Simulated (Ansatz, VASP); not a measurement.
Two plane-wave programs on GaSb3

```
Ga Sb
1.0
     0.00000    3.59317    3.64789
     3.70261    0.00000    3.64789
     3.70261    3.59317    0.00000
Ga Sb
1 3
Direct
  0.00000 0.00000 0.00000
  0.25000 0.25000 0.25000
  0.75000 0.75000 0.75000
  0.50000 0.50000 0.50000
```

Change from the starting cell: strain +0.0150 x Voigt [1, -1, 0, 0, 0, 0], atoms carried along.

Alike in both runs: task single point; functional PBE; dispersion D3(BJ); k mesh 12 × 12 × 12; occupations gaussian, width 0.15 eV; no spin polarisation.

|  | VASP | Ansatz |
| --- | --- | --- |
| version | VASP 6.6.1 | Ansatz 0.2.0 |
| potentials or method | VASP PAW PBE potentials, release 64 (Ga_d, Sb), cutoff 520 eV | scalar-relativistic, plane waves, PAW |
| valence electrons in the cell | 28 | 58 |

Ansatz gave:

- gap on the k mesh at the Fermi level (eV): none
- pressure (GPa): 0.4
- traceless stress, the component that is largest in VASP (GPa): -0.18

Which values does VASP return?

gap on the k mesh at the Fermi level (eV): none; pressure (GPa): 0.3; traceless stress, the component that is largest in VASP (GPa): -0.18.

A gap of «none» marks a metal or a gap that the smearing closes. VASP's potentials hold 28 valence electrons a cell and Ansatz's 58, so a difference there can come from the potentials and not from the codes.

Spin-orbit coupling is off throughout.
